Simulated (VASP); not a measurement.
# SbP3 (P-6c2) in VASP: single point with PBE

Aim: the single point of SbP3 with PBE.

Everything below comes from runs of VASP 6.6.1. Logs are shortened: lines on timing, memory, paths and dates and some standing lists are left out, and cuts for length are marked.

## (1) The cell of the first run

It takes space group P-6c2 (No. 188, hexagonal). Conventional cell: a = 5.319 Å, b = 5.319 Å, c = 8.948 Å, α = 90.00°, β = 90.00°, γ = 120.00°. Sb (site symmetry 32) has 6 P at 2.88 Å within 3.8 Å. Within 2.9 Å of P (site symmetry m) lie 2 P at 2.19 Å and 2 Sb at 2.88 Å.

The cell was built from a structure type or drawn by symmetry, and may not be a known phase.

## (2) Single point, PBE

The input, INCAR:

```
SYSTEM = SbP3
PREC = Accurate
ENCUT = 520
EDIFF = 1E-7
ISMEAR = 0
SIGMA = 0.1
LREAL = .False.
LASPH = .True.
NELM = 60
ALGO = Normal
ISIF = 2
LWAVE = .False.
LCHARG = .True.
GGA = PE
LELF = .True.
LVHAR = .True.
NBANDS = 30
```

The input, KPOINTS:

```
Automatic mesh
0
Gamma
  6 6 4
  0 0 0
```

The input, POSCAR:

```
SbP3
1.0
    5.3185472817     -0.0000000030      0.0000000000
   -2.6592736383      4.6059970587      0.0000000000
    0.0000000000      0.0000000000      8.9479580959
Sb P
2 6
Direct
    0.3333333333      0.6666666667      0.5000000000
    0.3333333333      0.6666666667      0.0000000000
    0.1353858202      0.8611156949      0.7500000000
    0.1388843051      0.2742701253      0.7500000000
    0.7257298747      0.8646141798      0.7500000000
    0.7257298747      0.8611156949      0.2500000000
    0.1388843051      0.8646141798      0.2500000000
    0.1353858202      0.2742701253      0.2500000000
```

Potentials or basis: VASP PAW PBE potentials, release 64 (Sb, P).

On the command line:

```
> cat potpaw_PBE.64/Sb/POTCAR potpaw_PBE.64/P/POTCAR > POTCAR
> mpirun -np 1 vasp_std > vasp.out
```

OUTCAR:

```text
SYSTEM = SbP3
   PREC = Accurate
   ENCUT = 520
   EDIFF = 1E-7
   ISMEAR = 0
   LREAL = .False.
   LASPH = .True.
   NELM = 60
   ISIF = 2
   GGA = PE

 ion  position               nearest neighbor table
   1  0.333  0.667  0.500-   3 2.88   7 2.88   5 2.88   6 2.88   8 2.88   4 2.88
   2  0.333  0.667  0.000-   3 2.88   7 2.88   5 2.88   6 2.88   8 2.88   4 2.88
   3  0.135  0.861  0.750-   5 2.19   4 2.19   1 2.88   2 2.88
   4  0.139  0.274  0.750-   5 2.19   3 2.19   1 2.88   2 2.88
   5  0.726  0.865  0.750-   4 2.19   3 2.19   1 2.88   2 2.88
   6  0.726  0.861  0.250-   8 2.19   7 2.19   1 2.88   2 2.88
   7  0.139  0.865  0.250-   6 2.19   8 2.19   1 2.88   2 2.88
   8  0.135  0.274  0.250-   6 2.19   7 2.19   1 2.88   2 2.88

  LATTYP: Found a hexagonal cell.
 ALAT       =     5.3185472817
 C/A-ratio  =     1.6824064208

  Lattice vectors:

 A1 = (   5.3185472817,  -0.0000000030,   0.0000000000)
 A2 = (  -2.6592736383,   4.6059970587,   0.0000000000)
 A3 = (   0.0000000000,   0.0000000000,   8.9479580959)

Analysis of symmetry for initial positions (statically):
=====================================================================
 Subroutine PRICEL returns:
 Original cell was already a primitive cell.

 Routine SETGRP: Setting up the symmetry group for a
 hexagonal supercell.

 Subroutine GETGRP returns: Found 12 space group operations
 (whereof  6 operations were pure point group operations)
 out of a pool of 24 trial point group operations.

The static configuration has the point symmetry D_3 .
 The point group associated with its full space group is D_3h.

Analysis of symmetry for dynamics (positions and initial velocities):
=====================================================================
 Subroutine PRICEL returns:
 Original cell was already a primitive cell.

 Routine SETGRP: Setting up the symmetry group for a
 hexagonal supercell.

 Subroutine GETGRP returns: Found 12 space group operations
 (whereof  6 operations were pure point group operations)
 out of a pool of 24 trial point group operations.

The dynamic configuration has the point symmetry D_3 .
 The point group associated with its full space group is D_3h.

 Subroutine INISYM returns: Found 12 space group operations
 (whereof  6 operations are pure point group operations),
 and found     1 'primitive' translations

----------------------------------------------------------------------------------------

                                     Primitive cell

  volume of cell :     219.2000

  direct lattice vectors                    reciprocal lattice vectors
     5.318547282 -0.000000003  0.000000000     0.188021267  0.108554129  0.000000000
    -2.659273638  4.605997059  0.000000000     0.000000000  0.217108259  0.000000000
     0.000000000  0.000000000  8.947958096     0.000000000  0.000000000  0.111757341

  length of vectors
     5.318547282  5.318547282  8.947958096     0.217108259  0.217108259  0.111757341

  position of ions in fractional coordinates (direct lattice)
     0.333333333  0.666666667  0.500000000
     0.333333333  0.666666667  0.000000000
     0.135385820  0.861115695  0.750000000
     0.138884305  0.274270125  0.750000000
     0.725729875  0.864614180  0.750000000
     0.725729875  0.861115695  0.250000000
     0.138884305  0.864614180  0.250000000
     0.135385820  0.274270125  0.250000000

  ion indices of the primitive-cell ions
   primitive index   ion index
                 1           1
                 2           2
                 3           3
                 4           4
                 5           5
                 6           6
                 7           7
                 8           8

----------------------------------------------------------------------------------------

 KPOINTS: Automatic mesh

Automatic generation of k-mesh.
 Grid dimensions read from file:
 generate k-points for:    6    6    4

 Generating k-lattice:

  Cartesian coordinates                     Fractional coordinates (reciprocal lattice)
     0.031336878  0.018092355  0.000000000     0.166666667  0.000000000  0.000000000
     0.000000000  0.036184710  0.000000000     0.000000000  0.166666667  0.000000000
     0.000000000  0.000000000  0.027939335     0.000000000  0.000000000  0.250000000

  Length of vectors
     0.036184710  0.036184710  0.027939335

  Shift w.r.t. Gamma in fractional coordinates (k-lattice)
     0.000000000  0.000000000  0.000000000

 Subroutine IBZKPT returns following result:
 ===========================================

 Found     21 irreducible k-points:

 Following reciprocal coordinates:
            Coordinates               Weight
  0.000000  0.000000  0.000000      1.000000
  0.166667 -0.000000  0.000000      6.000000
  0.333333 -0.000000  0.000000      6.000000
  0.500000 -0.000000  0.000000      3.000000
  0.166667  0.166667  0.000000      6.000000
  0.333333  0.166667  0.000000     12.000000
[... 13 lines left out ...]
  0.333333  0.166667  0.500000     12.000000
  0.333333  0.333333  0.500000      2.000000
   k-points           NKPTS =     21   k-points in BZ     NKDIM =     21   number of bands    NBANDS=     30
   number of dos      NEDOS =    301   number of ions     NIONS =      8
   total plane-waves  NPLWV = 112000
   dimension x,y,z NGX =    40 NGY =   40 NGZ =   70
   dimension x,y,z NGXF=    80 NGYF=   80 NGZF=  140
   ions per type =               2   6
   NGX,Y,Z   is equivalent  to a cutoff of  12.50, 12.50, 13.01 a.u.
   NGXF,Y,Z  is equivalent  to a cutoff of  25.01, 25.01, 26.01 a.u.
 SYSTEM =  SbP3
   PREC   = accura    normal or accurate (medium, high low for compatibility)
   ISTART =      0    job   : 0-new  1-cont  2-samecut
   ICHARG =      2    charge: 1-file 2-atom 10-const
   ISPIN  =      1    spin polarized calculation?
   LNONCOLLINEAR =      F non collinear calculations
   LSORBIT =      F    spin-orbit coupling
   LASPH  =      T    aspherical Exc in radial PAW
   ENCUT  =  520.0 eV  38.22 Ry    6.18 a.u.   9.89  9.89 16.64*2*pi/ulx,y,z
   NELM   =     60;   NELMIN=  2; NELMDL= -5     # of ELM steps
   EDIFF  = 0.1E-06   stopping-criterion for ELM
   LREAL  =      F    real-space projection
   EDIFFG = 0.1E-05   stopping-criterion for IOM
   NSW    =      0    number of steps for IOM
   IBRION =     -1    ionic relax: 0-MD 1-quasi-New 2-CG
   NFREE  =      0    steps in history (QN), initial steepest desc. (CG)
   ISIF   =      2    stress and relaxation
   ISYM   =      2    0-nonsym 1-usesym 2-fastsym
   POTIM  = 0.5000    time-step for ionic-motion
   TEBEG  =    0.0;   TEEND  =   0.0 temperature during run
   PSTRESS=    0.0 pullay stress
   NELECT =      40.0000    total number of electrons
   NUPDOWN=      -1.0000    fix difference up-down
   EMIN   =  10.00;   EMAX   =-10.00  energy-range for DOS
   EFERMI =   0.00;   METHOD = LEGACY
   ISMEAR =     0;   SIGMA  =   0.10  broadening in eV -4-tet -1-fermi 0-gaus
   EFERMI_NEDOS =   21; number of points for ismear=-14 and -15
   IALGO  =     38    algorithm
   IMIX   =      4    mixing-type and parameters
     AMIX     =   0.40;   BMIX     =  1.00
     AMIX_MAG =   1.60;   BMIX_MAG =  1.00
  volume/ion in A,a.u.               =      27.40       184.90
  Fermi-wavevector in a.u.,A,eV,Ry     =   0.928570  1.754743 11.731516  0.862242
  Thomas-Fermi vector in A             =   2.054760
   LORBIT       =      0    0 simple, 1 ext, 2 COOP (PROOUT), +10 PAW based schemes
   GGA     = PE    functional components
   LHFCALC =     F    Hartree Fock is set to
   AEXX    =    0.0000 exact exchange contribution
   IVDW    =     0    specifies the selected vdW correction
   LEPSILON=     F    determine dielectric tensor
   LRPA    =     F    only Hartree local field effects (RPA)
 non-spin polarized calculation
 Gauss-broadening in eV      SIGMA  =   0.10
  energy-cutoff  :      520.00
  volume of cell :      219.20
 maximum number of plane-waves:      5916
 NGX is ok and might be reduce to    40
   NGX = 19   NGY = 19   NGZ = 33

 number of electron      40.0000002 magnetization

 Free energy of the ion-electron system (eV)
  ---------------------------------------------------
  ext. energy  EPLUGINS =         0.00000000
  ---------------------------------------------------
  free energy    TOTEN  =       -38.04070124 eV

  energy without entropy =      -38.02372421  energy(sigma->0) =      -38.03221273

 E-fermi :   4.5806     XC(G=0):  -8.4269

 val. band max:        4.5680814109   @ k =   0.0000   0.0000   0.0000
 cond. band min:       4.6276688012   @ k =   0.5000  -0.0000   0.0000
 fundamental gap:      0.0595873903
 Fermi energy:         4.5806252590

 k-point     1 :       0.0000    0.0000    0.0000
  band No.  band energies     occupation
      1     -10.1183      2.00000
      2      -9.8533      2.00000
      3      -5.4255      2.00000
      4      -5.3983      2.00000
      5      -4.0847      2.00000
      6      -4.0847      2.00000
[... 22 lines left out ...]
     29       9.2640      0.00000
     30       9.5341      0.00000

 k-point     2 :       0.1667   -0.0000    0.0000
  band No.  band energies     occupation
      1     -10.0229      2.00000
      2      -9.7798      2.00000
      3      -6.0356      2.00000
      4      -5.3705      2.00000
      5      -4.6950      2.00000
      6      -4.1739      2.00000
[... 22 lines left out ...]
     29       8.2509      0.00000
     30       8.6293      0.00000

 k-point     3 :       0.3333   -0.0000    0.0000
  band No.  band energies     occupation
      1      -9.7934      2.00000
      2      -9.6140      2.00000
      3      -6.8618      2.00000
      4      -5.5825      2.00000
      5      -5.2513      2.00000
      6      -4.3323      2.00000
[... 583 lines left out ...]
     29       8.1296      0.00000
     30       8.1357      0.00000

 k-point    21 :       0.3333    0.3333    0.5000
  band No.  band energies     occupation
      1      -9.5190      2.00000
      2      -9.5190      2.00000
      3      -6.9415      2.00000
      4      -6.9415      2.00000
      5      -4.5166      2.00000
      6      -4.5166      2.00000
[... 22 lines left out ...]
     29       7.9959      0.00000
     30       7.9959      0.00000

------------------------ aborting loop because EDIFF is reached ----------------------------------------

  FORCE on cell =-STRESS in cart. coord.  units (eV):
  Direction    XX          YY          ZZ          XY          YZ          ZX
  --------------------------------------------------------------------------------------
  -------------------------------------------------------------------------------------
  Total       -0.2546291     -0.2546291      0.4439984      0.0000000      0.0000000      0.0000000
  in kB       -1.8611357     -1.8611357      3.2452738      0.0000000      0.0000000      0.0000000
  external PRESSURE =      -0.1589992 kB  Pullay stress =       0.0000000 kB

 VOLUME and BASIS-vectors are now :
 -----------------------------------------------------------------------------
  energy-cutoff  :      520.00
  volume of cell :      219.20
      direct lattice vectors                 reciprocal lattice vectors
     5.318547282 -0.000000003  0.000000000     0.188021267  0.108554129  0.000000000
    -2.659273638  4.605997059  0.000000000     0.000000000  0.217108259  0.000000000
     0.000000000  0.000000000  8.947958096     0.000000000  0.000000000  0.111757341

 POSITION                                       TOTAL-FORCE (eV/Angst)
 -----------------------------------------------------------------------------------
      0.00000      3.07066      4.47398        -0.000000      0.000000      0.000000
      0.00000      3.07066      0.00000        -0.000000      0.000000     -0.000000
     -1.56989      3.96630      6.71097        -0.067915      0.041652      0.000000
      0.00930      1.26329      6.71097        -0.002114     -0.079641      0.000000
      1.56058      3.98241      6.71097         0.070029      0.037990      0.000000
      1.56989      3.96630      2.23699         0.067915      0.041652     -0.000000
     -1.56058      3.98241      2.23699        -0.070029      0.037990      0.000000
     -0.00930      1.26329      2.23699         0.002114     -0.079641      0.000000
 -----------------------------------------------------------------------------------
    total drift:                                0.000000     -0.000000     -0.000000

  FREE ENERGIE OF THE ION-ELECTRON SYSTEM (eV)
  ---------------------------------------------------
  free  energy   TOTEN  =       -38.0407012430 eV

  energy  without entropy=      -38.0237242122  energy(sigma->0) =      -38.03221273
```

Wall time 1.8 min (1 thread of Intel Xeon Platinum 8488C (Sapphire Rapids), shared host); peak memory 0.38 GiB.

Results:

| Item | Value |
| --- | --- |
| Free energy | -38.0407 eV |
| Pressure | 0.0 GPa |
| Largest force | 0.080 eV/Å |
| Band gap on the k mesh | zero (bands 20 and 21 overlap by 0.69 eV) |

Forces on the atoms (eV/Å):
```
Sb   0.000  0.000  0.000
Sb   0.000  0.000  0.000
P   -0.068  0.042  0.000
P   -0.002 -0.080  0.000
P    0.070  0.038  0.000
P    0.068  0.042  0.000
P   -0.070  0.038  0.000
P    0.002 -0.080  0.000
```

Caveat: spin-orbit coupling is left out, which moves the levels of the heavy elements.
